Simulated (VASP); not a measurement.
Write the native input for VASP 6.6.1 that does the following.

```yaml
Task: single point
Functional: PBEsol
Potentials_or_basis: VASP PAW PBE potentials, release 64 (Re)
Cutoff: 520 eV
k_mesh: 14 × 14 × 14
Occupations: fermi-dirac, width 0.05 eV
Spin: no spin polarisation
Dipole_correction: no
Further_INCAR_settings: ALGO = Normal; EDIFF = 1e-07; NBANDS = 10
```

The structure of Re lies in POSCAR:

```
Re
1.0
    0.0000000000      1.9750000000      1.9750000000
    1.9750000000      0.0000000000      1.9750000000
    1.9750000000      1.9750000000      0.0000000000
Re
1
Direct
    0.0000000000      0.0000000000      0.0000000000
```

This isn't the form of Re at room conditions, which is hcp.

The input as run:

INCAR

```
PREC     = Accurate       # precision mode
ENCUT    = 520            # plane-wave cutoff, eV
EDIFF    = 1E-7           # SCF threshold, eV
ISMEAR   = -1             # smearing method
SIGMA    = 0.05           # smearing width, eV
LREAL    = F              # projectors in reciprocal space
LASPH    = T              # aspherical terms in the spheres
NELM     = 100            # most SCF steps
ALGO     = Normal         # electronic algorithm
ISIF     = 2              # what is computed and relaxed
LWAVE    = F              # write WAVECAR
LCHARG   = F              # write CHGCAR
GGA      = PS             # functional
NBANDS   = 10             # bands
```

KPOINTS

```
regular mesh
0
Gamma
  14 14 14
```

Potentials or basis: VASP PAW PBE potentials, release 64 (Re).

Command:

```sh
$ cat potpaw_PBE.64/Re/POTCAR > POTCAR
$ mpirun -np 1 vasp_std > vasp.out
```

It gave:

| Quantity | Value |
| --- | --- |
| Pressure | -18.9 GPa |
| Band gap on the k mesh | zero (an odd number of electrons rules out a gap without spin polarisation) |

Caveat: the cell stands under tension; the PAW data sets were made with another functional, which shifts forces and pressure a little; spin-orbit coupling is left out, which moves the levels of the heavy elements.

Run time: 15 s on 1 thread of Intel(R) Xeon(R) Platinum 8259CL CPU @ 2.50GHz (Skylake/Cascade Lake), on a shared host, peak memory 0.15 GiB.
